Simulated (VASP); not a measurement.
Wanted: the native input for a VASP 6.6.1 run.

```
Task                   : single point
Functional             : PBEsol
Potentials or basis    : VASP PAW PBE potentials, release 64 (Be)
Cutoff                 : 520 eV
k mesh                 : 24 × 24 × 14
Occupations            : gaussian, width 0.15 eV
Spin                   : no spin polarisation
Dipole correction      : no
Further INCAR settings : ALGO = Normal; EDIFF = 1e-06; NBANDS = 9
```

The structure of Be lies in POSCAR:

```
Be
1.0
    2.2650094551      0.0000000000      0.0000000000
   -1.1325047276      1.9615557279      0.0000000000
    0.0000000000      0.0000000000      3.6009000000
Be
2
Direct
    0.3333333333      0.6666666667      0.2500000000
    0.6666666667      0.3333333333      0.7500000000
```

This cell differs from its parent crystal: strain -0.015 along x and y, +0.000 along z.

The input as run:

INCAR

```
  PREC = Accurate
  ENCUT = 520
  EDIFF = 1E-6
  ISMEAR = 0
  SIGMA = 0.15
  LREAL = False
  LASPH = True
  NELM = 80
  ALGO = Normal
  ISIF = 2
  LWAVE = False
  LCHARG = True
  GGA = PS
  LELF = True
  LVHAR = True
  NBANDS = 9
```

KPOINTS

```
Automatic mesh
0
Gamma
  24 24 14
```

Potentials or basis: VASP PAW PBE potentials, release 64 (Be).

Run with:

```console
$ cat potpaw_PBE.64/Be/POTCAR > POTCAR
$ mpirun -np 1 vasp_std > vasp.out
```

Results of the run:

```yaml
Pressure: -2.2 GPa
Band_gap_on_the_k_mesh: zero (bands 2 and 3 overlap by 1.99 eV)
```

Caveat: the cell differs from its parent crystal (strain -0.015 along x and y, +0.000 along z); the PAW data sets were made with another functional, which shifts forces and pressure a little.

Wall time 19 s on 1 thread of AMD EPYC 9R45 96-Core Processor (Zen 5), on a shared host, peak memory 0.14 GiB.
